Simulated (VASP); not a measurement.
A run of VASP 6.6.1:

File INCAR:

```
PREC = Accurate ; ENCUT = 500
EDIFF = 1E-6 ; ISMEAR = -5
SIGMA = 0.1 ; LREAL = False
LASPH = True ; NELM = 120
ALGO = Normal ; ISIF = 2
LWAVE = False ; LCHARG = True
GGA = PE ; LELF = True
LVHAR = True ; NBANDS = 23
GGA_COMPAT = False
```

Contents of KPOINTS:

```
Automatic mesh
0
Gamma
  14 14 14
```

File POSCAR:

```
RbBr3
1.0
   -2.2585671000      2.2585671000      6.4370042300
    2.2585671000     -2.2585671000      6.4370042300
    2.2585671000      2.2585671000     -6.4370042300
Rb Br
1 3
Direct
    0.0000000000      0.0000000000      0.0000000000
    0.7500000000      0.2500000000      0.5000000000
    0.2500000000      0.7500000000      0.5000000000
    0.5000000000      0.5000000000      0.0000000000
```

Potentials or basis: VASP PAW PBE potentials, release 64 (Rb_sv, Br).

Launch:

```sh
$ cat potpaw_PBE.64/Rb_sv/POTCAR potpaw_PBE.64/Br/POTCAR > POTCAR
$ mpirun -np 1 vasp_std > vasp.out
```

Hardware: 1 thread of Oxide Virtual Turin-like Processor (shared host).

Question: How long does it take, and how much memory?

Answer: Wall time 19 min on 1 thread of Oxide Virtual Turin-like Processor, on a shared host, peak memory 0.8 GiB. Counts: scf iterations 22, k points 244.
